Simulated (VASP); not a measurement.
Input of a VASP 6.6.1 run:

INCAR

```
PREC = Accurate ; ENCUT = 520
EDIFF = 1E-7 ; ISMEAR = -1
SIGMA = 0.15 ; LREAL = False
LASPH = True ; NELM = 80
ALGO = Normal ; ISIF = 2
LWAVE = False ; LCHARG = False
GGA = PS ; NBANDS = 35
```

Contents of KPOINTS:

```
regular mesh
0
Gamma
  12 12 4
```

Contents of POSCAR:

```
Hf2S
1.0
    3.3401672238      0.0000000000      0.0000000000
   -1.6700836119      2.8926696687      0.0000000000
    0.0000000000      0.0000000000     11.7091471555
Hf S
4 2
Direct
    0.6666666667      0.3333333333      0.8987137174
    0.3333333333      0.6666666667      0.3987137174
    0.6666666667      0.3333333333      0.6012862826
    0.3333333333      0.6666666667      0.1012862826
    0.0000000000      0.0000000000      0.7500000000
    0.0000000000      0.0000000000      0.2500000000
```

Potentials or basis: VASP PAW PBE potentials, release 64 (Hf_pv, S).

Command:

```sh
$ cat potpaw_PBE.64/Hf_pv/POTCAR potpaw_PBE.64/S/POTCAR > POTCAR
$ mpirun -np 1 vasp_std > vasp.out
```

What does it give for the band gap on the k mesh?

Zero (band 26 reaches 6.94 eV, above the bottom of band 27 at 5.90 eV).

What does it give for the pressure?

-0.4 GPa.

Forces in eV/Å, atoms in the order of the input:
```
Hf   0.000  0.000 -0.005
Hf   0.000  0.000 -0.005
Hf   0.000  0.000  0.005
Hf   0.000  0.000  0.005
S    0.000  0.000  0.000
S    0.000  0.000  0.000
```

Caveat: the PAW data sets were made with another functional, which shifts forces and pressure a little; spin-orbit coupling is left out, which moves the levels of the heavy elements.
